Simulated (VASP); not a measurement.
Wanted: the native input for a VASP 6.6.1 run.

* Task: single point
* Functional: PBE
* Potentials or basis: VASP PAW PBE potentials, release 64 (B)
* Cutoff: 520 eV
* k mesh: 6 × 6 × 8
* Occupations: gaussian, width 0.1 eV
* Spin: no spin polarisation
* Dipole correction: no
* Further INCAR settings: ALGO = Normal; EDIFF = 1e-06; NBANDS = 12

The structure of B lies in POSCAR:

```
B
1.0
    3.3516162799      0.0000000000      0.0000000000
   -1.6758081399      2.9025848421      0.0000000000
    0.0000000000      0.0000000000      1.9119822887
B
3
Direct
    0.0000000000      0.0000000000      0.0000000000
    0.3333333333      0.6666666667      0.5000000000
    0.6666666667      0.3333333333      0.5000000000
```

These files were run (other wordings do the same):

INCAR

```
PREC = Accurate
ENCUT = 520
EDIFF = 1E-6
ISMEAR = 0
SIGMA = 0.1
LREAL = F
LASPH = T
NELM = 100
ALGO = Normal
ISIF = 2
LWAVE = F
LCHARG = F
GGA = PE
NBANDS = 12
```

KPOINTS

```
Automatic mesh
0
Gamma
  6 6 8
```

Potentials or basis: VASP PAW PBE potentials, release 64 (B).

Run with:

```sh
$ cat potpaw_PBE.64/B/POTCAR > POTCAR
$ mpirun -np 1 vasp_std > vasp.out
```

It gave:

```
Pressure : 0.1 GPa
```

Caveat: the k points lie up to 0.41 Å⁻¹ apart.

It took 8.8 s on 1 thread of Intel Xeon 8259CL, with other jobs on the host, peak memory 0.13 GiB.
